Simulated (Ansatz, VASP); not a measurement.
# One calculation of WS2, two programs

File POSCAR:

```
WS2
1.0
    3.1699462934      0.0000000000      0.0000000000
   -1.5849731467      2.7452540187      0.0000000000
    0.0000000000      0.0000000000     12.3661598469
W S
2 4
Direct
    0.3333333333      0.6666666667      0.2500000000
    0.6666666667      0.3333333333      0.7500000000
    0.6666666667      0.3333333333      0.3762748988
    0.6666666667      0.3333333333      0.1237251012
    0.3333333333      0.6666666667      0.8762748988
    0.3333333333      0.6666666667      0.6237251012
```

Contents of INCAR.step1:

```
SYSTEM = WS2
ALGO = Normal
EDIFF = 1E-5
ENCUT = 550
GGA = PE
GGA_COMPAT = .FALSE.
ISMEAR = 0
LASPH = .TRUE.
LCHARG = .FALSE.
LREAL = .FALSE.
LWAVE = .TRUE.
NBANDS = 35
NELM = 120
PREC = Accurate
SIGMA = 0.01
```

The input INCAR.step2:

```
SYSTEM = WS2
ALGO = Normal
EDIFF = 1E-6
ENCUT = 550
GGA_COMPAT = .FALSE.
ISIF = 2
ISMEAR = 0
ISTART = 1
LASPH = .TRUE.
LCHARG = .FALSE.
LMIXTAU = .TRUE.
LREAL = .FALSE.
LWAVE = .FALSE.
METAGGA = R2SCAN
NBANDS = 35
NELM = 120
PREC = Accurate
SIGMA = 0.01
```

The input KPOINTS:

```
k-points
0
G
  12 12 2
  0 0 0
```

Input for Ansatz:

```yaml
crystal:
  lattice:
    - [3.1699462934, 0.0, 0.0]
    - [-1.5849731467, 2.7452540187, 0.0]
    - [0.0, 0.0, 12.3661598469]
  atoms:
    - { symbol: W, position: [0.3333333333, 0.6666666667, 0.25] }
    - { symbol: W, position: [0.6666666667, 0.3333333333, 0.75] }
    - { symbol: S, position: [0.6666666667, 0.3333333333, 0.3762748988] }
    - { symbol: S, position: [0.6666666667, 0.3333333333, 0.1237251012] }
    - { symbol: S, position: [0.3333333333, 0.6666666667, 0.8762748988] }
    - { symbol: S, position: [0.3333333333, 0.6666666667, 0.6237251012] }
kpoints:
  mp_grid: { grid: [12, 12, 2] }
  band_path:
    path:
      - [0.0, 0.0, 0.0]
      - [0.5, 0.0, 0.0]
      - [0.3333333333, 0.3333333333, 0.0]
      - [0.0, 0.0, 0.5]
      - [0.5, 0.0, 0.5]
      - [0.3333333333, 0.3333333333, 0.5]
      - [0.174479, 0.174479, 0.0]
    npoints: 1
hamiltonian:
  xc: r2scan
scf:
  occupations: { method: fixed }
  n_extra_bands: 5
output:
  forces: true
  stress: true
  eigenvalues: true
```

Change from the starting cell: uniaxial_z strain -1.0%.

Alike in both runs: task single point; functional r2SCAN; k mesh 12 × 12 × 2; no spin polarisation.

|  | VASP | Ansatz |
| --- | --- | --- |
| version | VASP 6.6.1 | Ansatz 0.2.0 |
| potentials or method | VASP PAW PBE potentials, release 64 (W_sv, S) | plane waves, PAW |
| plane-wave cutoff (eV) | 550 | 500 |
| occupations | gaussian, width 0.01 eV | fixed |
| valence electrons in the cell | 52 | 52 |

```csv
,VASP,Ansatz,Ansatz less VASP
gap on the k mesh at the Fermi level (eV),1.12,1.10,-0.013
pressure (GPa),1.7,1.5,-0.20
"traceless stress, the component that is largest in VASP (GPa)",0.11,0.17,+0.060
rms of the force components (eV/Å),0.014,0.024,+0.0104
```

VASP's potentials were made for PBE, not for r2SCAN. Atom by atom the forces differ by 0.010 eV/Å (rms over components).

Spin-orbit coupling is off throughout.
